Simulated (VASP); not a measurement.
# Li3OF (Pm-3m) in VASP: a series of runs

Li3OF is run at these levels: PBE; tasks: single point, relaxation of cell and atoms.

Everything below comes from runs of VASP 6.6.1. Logs are shortened: lines on timing, memory, paths and dates and some standing lists are left out, and cuts for length are marked.

## 1. The cell of the first run

The structure is cubic, space group Pm-3m (No. 221). The conventional cell has a = 3.681 Å, b = 3.681 Å, c = 3.681 Å, α = 90.00°, β = 90.00°, γ = 90.00°. Within 2.4 Å of Li (site symmetry 4/mmm) lie 2 O at 1.84 Å. O (site symmetry m-3m) has 6 Li at 1.84 Å within 2.4 Å. F (site symmetry m-3m) has 12 Li at 2.60 Å and 8 O at 3.19 Å within 3.4 Å.

## 2. Single point, PBE

The input, INCAR:

```
  PREC = Accurate
  ENCUT = 520
  EDIFF = 1E-6
  ISMEAR = 0
  SIGMA = 0.02
  LREAL = F
  LASPH = T
  NELM = 80
  ALGO = Normal
  ISIF = 2
  LWAVE = F
  LCHARG = F
  GGA = PE
  NBANDS = 19
```

The input, KPOINTS:

```
regular mesh
0
Gamma
  6 6 6
```

The input, POSCAR:

```
Li3OF
1.0
    3.6812487900      0.0000000000      0.0000000000
    0.0000000000      3.6812487900      0.0000000000
    0.0000000000      0.0000000000      3.6812487900
Li O F
3 1 1
Direct
    0.0000000000      0.5000000000      0.5000000000
    0.5000000000      0.0000000000      0.5000000000
    0.5000000000      0.5000000000      0.0000000000
    0.5000000000      0.5000000000      0.5000000000
    0.0000000000      0.0000000000      0.0000000000
```

Potentials or basis: VASP PAW PBE potentials, release 64 (Li_sv, O, F).

On the command line:

```sh
$ cat potpaw_PBE.64/Li_sv/POTCAR potpaw_PBE.64/O/POTCAR potpaw_PBE.64/F/POTCAR > POTCAR
$ mpirun -np 1 vasp_std > vasp.out
```

OUTCAR:

```text
PREC = Accurate
   ENCUT = 520
   EDIFF = 1E-6
   ISMEAR = 0
   LREAL = F
   LASPH = T
   NELM = 80
   ISIF = 2
   GGA = PE

 ion  position               nearest neighbor table
   1  0.000  0.500  0.500-   4 1.84   4 1.84   2 2.60   3 2.60   2 2.60   2 2.60   3 2.60   3 2.60
                             3 2.60   2 2.60
   2  0.500  0.000  0.500-   4 1.84   4 1.84   1 2.60   3 2.60   1 2.60   3 2.60   3 2.60   3 2.60
                             1 2.60   1 2.60
   3  0.500  0.500  0.000-   4 1.84   4 1.84   1 2.60   1 2.60   2 2.60   2 2.60   2 2.60   2 2.60
                             1 2.60   1 2.60
   4  0.500  0.500  0.500-   1 1.84   2 1.84   3 1.84   3 1.84   2 1.84   1 1.84
   5  0.000  0.000  0.000-

  LATTYP: Found a simple cubic cell.
 ALAT       =     3.6812487900

  Lattice vectors:

 A1 = (   3.6812487900,   0.0000000000,   0.0000000000)
 A2 = (   0.0000000000,   3.6812487900,   0.0000000000)
 A3 = (   0.0000000000,   0.0000000000,   3.6812487900)

Analysis of symmetry for initial positions (statically):
=====================================================================
 Subroutine PRICEL returns:
 Original cell was already a primitive cell.

 Routine SETGRP: Setting up the symmetry group for a
 simple cubic supercell.

 Subroutine GETGRP returns: Found 48 space group operations
 (whereof 48 operations were pure point group operations)
 out of a pool of 48 trial point group operations.

The static configuration has the point symmetry O_h .

Analysis of symmetry for dynamics (positions and initial velocities):
=====================================================================
 Subroutine PRICEL returns:
 Original cell was already a primitive cell.

 Routine SETGRP: Setting up the symmetry group for a
 simple cubic supercell.

 Subroutine GETGRP returns: Found 48 space group operations
 (whereof 48 operations were pure point group operations)
 out of a pool of 48 trial point group operations.

The dynamic configuration has the point symmetry O_h .

 Subroutine INISYM returns: Found 48 space group operations
 (whereof 48 operations are pure point group operations),
 and found     1 'primitive' translations

----------------------------------------------------------------------------------------

                                     Primitive cell

  volume of cell :      49.8868

  direct lattice vectors                    reciprocal lattice vectors
     3.681248790  0.000000000  0.000000000     0.271646948  0.000000000  0.000000000
     0.000000000  3.681248790  0.000000000     0.000000000  0.271646948  0.000000000
     0.000000000  0.000000000  3.681248790     0.000000000  0.000000000  0.271646948

  length of vectors
     3.681248790  3.681248790  3.681248790     0.271646948  0.271646948  0.271646948

  position of ions in fractional coordinates (direct lattice)
     0.000000000  0.500000000  0.500000000
     0.500000000  0.000000000  0.500000000
     0.500000000  0.500000000  0.000000000
     0.500000000  0.500000000  0.500000000
     0.000000000  0.000000000  0.000000000

  ion indices of the primitive-cell ions
   primitive index   ion index
                 1           1
                 2           2
                 3           3
                 4           4
                 5           5

----------------------------------------------------------------------------------------

 KPOINTS: regular mesh

Automatic generation of k-mesh.
 Grid dimensions read from file:
 generate k-points for:    6    6    6

 Generating k-lattice:

  Cartesian coordinates                     Fractional coordinates (reciprocal lattice)
     0.045274491  0.000000000  0.000000000     0.166666667  0.000000000  0.000000000
     0.000000000  0.045274491  0.000000000     0.000000000  0.166666667  0.000000000
     0.000000000  0.000000000  0.045274491     0.000000000  0.000000000  0.166666667

  Length of vectors
     0.045274491  0.045274491  0.045274491

  Shift w.r.t. Gamma in fractional coordinates (k-lattice)
     0.000000000  0.000000000  0.000000000

 Subroutine IBZKPT returns following result:
 ===========================================

 Found     20 irreducible k-points:

 Following reciprocal coordinates:
            Coordinates               Weight
  0.000000  0.000000  0.000000      1.000000
  0.166667  0.000000  0.000000      6.000000
  0.333333  0.000000  0.000000      6.000000
  0.500000  0.000000  0.000000      3.000000
  0.166667  0.166667  0.000000     12.000000
  0.333333  0.166667  0.000000     24.000000
[... 12 lines left out ...]
  0.500000  0.500000  0.333333      6.000000
  0.500000  0.500000  0.500000      1.000000
   k-points           NKPTS =     20   k-points in BZ     NKDIM =     20   number of bands    NBANDS=     19
   number of dos      NEDOS =    301   number of ions     NIONS =      5
   total plane-waves  NPLWV =  21952
   dimension x,y,z NGX =    28 NGY =   28 NGZ =   28
   dimension x,y,z NGXF=    56 NGYF=   56 NGZF=   56
   ions per type =               3   1   1
   NGX,Y,Z   is equivalent  to a cutoff of  12.64, 12.64, 12.64 a.u.
   NGXF,Y,Z  is equivalent  to a cutoff of  25.29, 25.29, 25.29 a.u.
 SYSTEM =  unknown system
   PREC   = accura    normal or accurate (medium, high low for compatibility)
   ISTART =      0    job   : 0-new  1-cont  2-samecut
   ICHARG =      2    charge: 1-file 2-atom 10-const
   ISPIN  =      1    spin polarized calculation?
   LNONCOLLINEAR =      F non collinear calculations
   LSORBIT =      F    spin-orbit coupling
   LASPH  =      T    aspherical Exc in radial PAW
   ENCUT  =  520.0 eV  38.22 Ry    6.18 a.u.   6.84  6.84  6.84*2*pi/ulx,y,z
   NELM   =     80;   NELMIN=  2; NELMDL= -5     # of ELM steps
   EDIFF  = 0.1E-05   stopping-criterion for ELM
   LREAL  =      F    real-space projection
   EDIFFG = 0.1E-04   stopping-criterion for IOM
   NSW    =      0    number of steps for IOM
   IBRION =     -1    ionic relax: 0-MD 1-quasi-New 2-CG
   NFREE  =      0    steps in history (QN), initial steepest desc. (CG)
   ISIF   =      2    stress and relaxation
   ISYM   =      2    0-nonsym 1-usesym 2-fastsym
   POTIM  = 0.5000    time-step for ionic-motion
   TEBEG  =    0.0;   TEEND  =   0.0 temperature during run
   PSTRESS=    0.0 pullay stress
   NELECT =      22.0000    total number of electrons
   NUPDOWN=      -1.0000    fix difference up-down
   EMIN   =  10.00;   EMAX   =-10.00  energy-range for DOS
   EFERMI =   0.00;   METHOD = LEGACY
   ISMEAR =     0;   SIGMA  =   0.02  broadening in eV -4-tet -1-fermi 0-gaus
   EFERMI_NEDOS =   21; number of points for ismear=-14 and -15
   IALGO  =     38    algorithm
   IMIX   =      4    mixing-type and parameters
     AMIX     =   0.40;   BMIX     =  1.00
     AMIX_MAG =   1.60;   BMIX_MAG =  1.00
  volume/ion in A,a.u.               =       9.98        67.33
  Fermi-wavevector in a.u.,A,eV,Ry     =   1.246103  2.354793 21.126750  1.552772
  Thomas-Fermi vector in A             =   2.380295
   LORBIT       =      0    0 simple, 1 ext, 2 COOP (PROOUT), +10 PAW based schemes
   GGA     = PE    functional components
   LHFCALC =     F    Hartree Fock is set to
   AEXX    =    0.0000 exact exchange contribution
   IVDW    =     0    specifies the selected vdW correction
   LEPSILON=     F    determine dielectric tensor
   LRPA    =     F    only Hartree local field effects (RPA)
 non-spin polarized calculation
 Gauss-broadening in eV      SIGMA  =   0.02
  energy-cutoff  :      520.00
  volume of cell :       49.89
 maximum number of plane-waves:      1376
 NGX is ok and might be reduce to    28
   NGX = 13   NGY = 13   NGZ = 13

 number of electron      21.9999958 magnetization

 Free energy of the ion-electron system (eV)
  ---------------------------------------------------
  ext. energy  EPLUGINS =         0.00000000
  ---------------------------------------------------
  free energy    TOTEN  =       -23.13164238 eV

  energy without entropy =      -23.13164238  energy(sigma->0) =      -23.13164238

 E-fermi :  -0.0838     XC(G=0):  -8.8518

 val. band max:       -0.1950768065   @ k =   0.5000   0.5000   0.0000
 cond. band min:       4.6071351514   @ k =   0.0000   0.0000   0.0000
 fundamental gap:      4.8022119579
 Fermi energy:        -0.0837531839

 k-point     1 :       0.0000    0.0000    0.0000
  band No.  band energies     occupation
      1     -42.9644      2.00000
      2     -42.8417      2.00000
      3     -42.8417      2.00000
      4     -20.6430      2.00000
      5     -14.8223      2.00000
      6      -2.5346      2.00000
[... 11 lines left out ...]
     18      15.6863      0.00000
     19      15.6863      0.00000

 k-point     2 :       0.1667    0.0000    0.0000
  band No.  band energies     occupation
      1     -42.9569      2.00000
      2     -42.8485      2.00000
      3     -42.8416      2.00000
      4     -20.6369      2.00000
      5     -14.8572      2.00000
      6      -2.5409      2.00000
[... 11 lines left out ...]
     18      14.2983      0.00000
     19      14.2983      0.00000

 k-point     3 :       0.3333    0.0000    0.0000
  band No.  band energies     occupation
      1     -42.9377      2.00000
      2     -42.8662      2.00000
      3     -42.8414      2.00000
      4     -20.6253      2.00000
      5     -14.9261      2.00000
      6      -2.5842      2.00000
[... 11 lines left out ...]
     18      13.0682      0.00000
     19      15.1900      0.00000

 k-point     4 :       0.5000    0.0000    0.0000
  band No.  band energies     occupation
      1     -42.9229      2.00000
      2     -42.8804      2.00000
      3     -42.8411      2.00000
      4     -20.6193      2.00000
      5     -14.9602      2.00000
      6      -2.6206      2.00000
[... 11 lines left out ...]
     18      12.6996      0.00000
     19      16.2356      0.00000

 k-point     5 :       0.1667    0.1667    0.0000
  band No.  band energies     occupation
      1     -42.9497      2.00000
      2     -42.8511      2.00000
      3     -42.8451      2.00000
      4     -20.6309      2.00000
      5     -14.8905      2.00000
      6      -2.6502      2.00000
[... 11 lines left out ...]
     18      14.0539      0.00000
     19      14.4146      0.00000

 k-point     6 :       0.3333    0.1667    0.0000
  band No.  band energies     occupation
      1     -42.9315      2.00000
      2     -42.8666      2.00000
      3     -42.8463      2.00000
      4     -20.6195      2.00000
      5     -14.9566      2.00000
      6      -2.7231      2.00000
[... 11 lines left out ...]
     18      13.8162      0.00000
     19      15.8515      0.00000

 k-point     7 :       0.5000    0.1667    0.0000
  band No.  band energies     occupation
      1     -42.9169      2.00000
      2     -42.8802      2.00000
      3     -42.8463      2.00000
      4     -20.6133      2.00000
      5     -14.9891      2.00000
      6      -2.7474      2.00000
[... 11 lines left out ...]
     18      13.5246      0.00000
     19      16.8707      0.00000

 k-point     8 :       0.3333    0.3333    0.0000
  band No.  band energies     occupation
      1     -42.9153      2.00000
      2     -42.8702      2.00000
      3     -42.8570      2.00000
      4     -20.6073      2.00000
      5     -15.0166      2.00000
      6      -2.8810      2.00000
[... 168 lines left out ...]
 k-point    16 :       0.5000    0.5000    0.1667
  band No.  band energies     occupation
      1     -42.8808      2.00000
      2     -42.8795      2.00000
      3     -42.8795      2.00000
      4     -20.5885      2.00000
      5     -15.1051      2.00000
      6      -2.9291      2.00000
[... 11 lines left out ...]
     18      17.2362      0.00000
     19      17.4870      0.00000

 k-point    17 :       0.3333    0.3333    0.3333
  band No.  band energies     occupation
      1     -42.9005      2.00000
      2     -42.8697      2.00000
      3     -42.8697      2.00000
      4     -20.5880      2.00000
      5     -15.1065      2.00000
      6      -2.7091      2.00000
[... 11 lines left out ...]
     18      16.3502      0.00000
     19      17.0402      0.00000

 k-point    18 :       0.5000    0.3333    0.3333
  band No.  band energies     occupation
      1     -42.8900      2.00000
      2     -42.8794      2.00000
      3     -42.8696      2.00000
      4     -20.5816      2.00000
      5     -15.1360      2.00000
      6      -2.8234      2.00000
[... 11 lines left out ...]
     18      15.9101      0.00000
     19      16.2816      0.00000

 k-point    19 :       0.5000    0.5000    0.3333
  band No.  band energies     occupation
      1     -42.8796      2.00000
      2     -42.8792      2.00000
      3     -42.8792      2.00000
      4     -20.5748      2.00000
      5     -15.1653      2.00000
      6      -2.7834      2.00000
[... 11 lines left out ...]
     18      15.2498      0.00000
     19      15.5405      0.00000

 k-point    20 :       0.5000    0.5000    0.5000
  band No.  band energies     occupation
      1     -42.8791      2.00000
      2     -42.8791      2.00000
      3     -42.8791      2.00000
      4     -20.5682      2.00000
      5     -15.1952      2.00000
      6      -2.7014      2.00000
[... 11 lines left out ...]
     18      13.5109      0.00000
     19      14.6918      0.00000

------------------------ aborting loop because EDIFF is reached ----------------------------------------

  FORCE on cell =-STRESS in cart. coord.  units (eV):
  Direction    XX          YY          ZZ          XY          YZ          ZX
  --------------------------------------------------------------------------------------
  -------------------------------------------------------------------------------------
  Total        0.0218482      0.0218482      0.0218482      0.0000000     -0.0000000      0.0000000
  in kB        0.7016820      0.7016820      0.7016820      0.0000000     -0.0000000      0.0000000
  external PRESSURE =       0.7016820 kB  Pullay stress =       0.0000000 kB

 VOLUME and BASIS-vectors are now :
 -----------------------------------------------------------------------------
  energy-cutoff  :      520.00
  volume of cell :       49.89
      direct lattice vectors                 reciprocal lattice vectors
     3.681248790  0.000000000  0.000000000     0.271646948  0.000000000  0.000000000
     0.000000000  3.681248790  0.000000000     0.000000000  0.271646948  0.000000000
     0.000000000  0.000000000  3.681248790     0.000000000  0.000000000  0.271646948

 POSITION                                       TOTAL-FORCE (eV/Angst)
 -----------------------------------------------------------------------------------
      0.00000      1.84062      1.84062         0.000000      0.000000      0.000000
      1.84062      0.00000      1.84062         0.000000      0.000000      0.000000
      1.84062      1.84062      0.00000         0.000000      0.000000      0.000000
      1.84062      1.84062      1.84062         0.000000      0.000000      0.000000
      0.00000      0.00000      0.00000         0.000000      0.000000      0.000000
 -----------------------------------------------------------------------------------
    total drift:                                0.000000      0.000000      0.000000

  FREE ENERGIE OF THE ION-ELECTRON SYSTEM (eV)
  ---------------------------------------------------
  free  energy   TOTEN  =       -23.1316423785 eV

  energy  without entropy=      -23.1316423785  energy(sigma->0) =      -23.13164238
```

Run time: 9.6 s. Hardware: 1 thread of Intel Xeon Platinum 8488C (Sapphire Rapids), shared host; peak memory 0.15 GiB.

Results:

```
Free energy            : -23.1316 eV
Band gap on the k mesh : 4.80 eV (least direct gap 5.43 eV)
```

Levels at points of the mesh, in eV from the valence-band top:
```
           k point  band 7  band 8  band 9  band 10  band 11  band 12  band 13  band 14  band 15  band 16
(0.00, 0.00, 0.00)   -2.34   -2.34   -0.63    -0.63    -0.63     4.80    11.47    11.47    12.45    12.45
(0.50, 0.00, 0.00)   -1.93   -1.93   -0.93    -0.92    -0.92     7.05     8.69    10.45    11.88    11.88
(0.50, 0.50, 0.00)   -2.80   -1.84   -0.74     0.00     0.00     5.69     9.71     9.71    10.59    11.38
(0.50, 0.50, 0.50)   -2.51   -2.51   -0.30    -0.30    -0.30     7.66     7.66     7.66    13.26    13.26
```

Caveat: the cutoff is under 1.25 times the usual one of these potentials, so pressure, stress and relaxed cells hold a basis-set (Pulay) error.

[end of part 1 of 2]
